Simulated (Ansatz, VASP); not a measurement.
# One calculation of GaP, two programs

Contents of INCAR:

```
SYSTEM = GaP
ALGO = Normal
EDIFF = 1E-6
ENCUT = 520
GGA = PE
ISIF = 2
ISMEAR = 0
LASPH = .TRUE.
LCHARG = .FALSE.
LREAL = .FALSE.
LWAVE = .FALSE.
NBANDS = 46
NELM = 60
PREC = Accurate
SIGMA = 0.1
```

Contents of KPOINTS:

```
k-points
0
G
  4 4 4
  0 0 0
```

The input POSCAR:

```
GaP
1.0
    6.3312108100      0.0000000000      0.0000000000
    0.0000000000      3.8675756400      0.0000000000
    0.0000000000      0.0000000000      6.5009902300
Ga P
4 4
Direct
    0.8210678200      0.7500000000      0.4095370000
    0.6789321800      0.2500000000      0.9095370000
    0.3210678200      0.7500000000      0.0904630000
    0.1789321800      0.2500000000      0.5904630000
    0.8210678200      0.2500000000      0.5904630000
    0.6789321800      0.7500000000      0.0904630000
    0.3210678200      0.2500000000      0.9095370000
    0.1789321800      0.7500000000      0.4095370000
```

Input for Ansatz:

```yaml
crystal:
  lattice:
    - [6.33121081, 0.0, 0.0]
    - [0.0, 3.86757564, 0.0]
    - [0.0, 0.0, 6.50099023]
  atoms:
    - { symbol: Ga, position: [0.82106782, 0.75, 0.409537] }
    - { symbol: Ga, position: [0.67893218, 0.25, 0.909537] }
    - { symbol: Ga, position: [0.32106782, 0.75, 0.090463] }
    - { symbol: Ga, position: [0.17893218, 0.25, 0.590463] }
    - { symbol: P, position: [0.82106782, 0.25, 0.590463] }
    - { symbol: P, position: [0.67893218, 0.75, 0.090463] }
    - { symbol: P, position: [0.32106782, 0.25, 0.909537] }
    - { symbol: P, position: [0.17893218, 0.75, 0.409537] }
basis:
  ecutwfc: 420
kpoints:
  mp_grid: { grid: [4, 4, 4] }
hamiltonian:
  xc: pbe
scf:
  occupations: { method: gaussian, width: 0.1 }
  lower_state_search: "off"
output:
  forces: true
  stress: true
  eigenvalues: true
```

Alike in both runs: task single point; functional PBE; k mesh 4 × 4 × 4; occupations gaussian, width 0.1 eV; no spin polarisation.

|  | VASP | Ansatz |
| --- | --- | --- |
| version | VASP 6.6.1 | Ansatz 0.2.0 |
| potentials or method | VASP PAW PBE potentials, release 64 (Ga_d, P), cutoff 520 eV | scalar-relativistic, plane waves, PAW |
| valence electrons in the cell | 72 | 72 |

Ansatz gave:

| Item | Value |
| --- | --- |
| gap on the k mesh at the Fermi level (eV) | 0.89 |
| least direct gap on the mesh (eV) | 1.45 |
| pressure (GPa) | 16.5 |
| traceless stress, the component that is largest in VASP (GPa) | -3.64 |
| rms of the force components (eV/Å) | 0.805 |

Q: What did VASP give for the same quantities?

A: gap on the k mesh at the Fermi level (eV): 0.88; least direct gap on the mesh (eV): 1.44; pressure (GPa): 16.4; traceless stress, the component that is largest in VASP (GPa): -3.65; rms of the force components (eV/Å): 0.803.

Atom by atom the forces differ by 0.003 eV/Å (rms over components).
